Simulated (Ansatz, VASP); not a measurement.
**Two plane-wave programs on Au**

```
Au
1.0
     0.00000    2.02411    2.02411
     2.02411    0.00000    2.02411
     2.02411    2.02411    0.00000
Au
1
Cartesian
  0.0000 0.0000 0.0000
```

Alike in both runs: functional LDA; k mesh 18 × 18 × 18; occupations fermi-dirac, width 0.08 eV; no spin polarisation.

Ansatz relaxed the structure, and its values are those at the end. VASP's run is a single point on that final structure, the one shown.

```csv
,VASP,Ansatz
version,VASP 6.6.1,Ansatz 0.2.0
potentials or method,"VASP PAW LDA potentials, release 64 (Au)","PAW with Ansatz's default frozen-core files, scalar-relativistic"
plane-wave cutoff (eV),520,420
valence electrons in the cell,11,19
```

Ansatz gave:

```
pressure (GPa) : 0.0
```

Problem. Which values does VASP return?

Solution. Pressure (GPa): 0.5.

LDA's correlation is that of Perdew and Zunger in VASP and of Perdew and Wang (1992) in Ansatz. VASP's potentials hold 11 valence electrons a cell and Ansatz's 19, so a difference there can come from the potentials and not from the codes.

Neither program's run includes spin-orbit coupling.
